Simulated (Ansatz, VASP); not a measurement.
# BaZnPF in VASP and in Ansatz

```
CELL_PARAMETERS angstrom
4.05770 0.00000 0.00000
0.00000 4.05770 0.00000
0.00000 0.00000 9.29957
ATOMIC_POSITIONS crystal
Ba 0.50000 0.00000 0.33119
Ba 0.00000 0.50000 0.66881
Zn 0.50000 0.50000 0.00000
Zn 0.00000 0.00000 0.00000
P 0.00000 0.50000 0.14688
P 0.50000 0.00000 0.85312
F 0.50000 0.50000 0.50000
F 0.00000 0.00000 0.50000
```

Alike in both runs: task single point; functional r2SCAN; k mesh 6 × 6 × 2; no spin polarisation.

|  | VASP | Ansatz |
| --- | --- | --- |
| version | VASP 6.6.1 | Ansatz 0.2.0 |
| potentials or method | VASP PAW PBE potentials, release 64 (Ba_sv, Zn, P, F) | plane waves, PAW |
| plane-wave cutoff (eV) | 520 | 500 |
| occupations | gaussian, width 0.01 eV | fixed |
| valence electrons in the cell | 68 | 68 |

|  | VASP | Ansatz | Ansatz less VASP |
| --- | --- | --- | --- |
| gap on the k mesh at the Fermi level (eV) | 0.71 | 0.69 | -0.019 |
| pressure (GPa) | 5.9 | 4.9 | -1.00 |
| traceless stress, the component that is largest in VASP (GPa) | -0.08 | -0.09 | -0.019 |
| rms of the force components (eV/Å) | 0.170 | 0.141 | -0.0287 |

VASP's potentials were made for PBE, not for r2SCAN. Atom by atom the forces differ by 0.049 eV/Å (rms over components).

Spin-orbit coupling is off throughout.
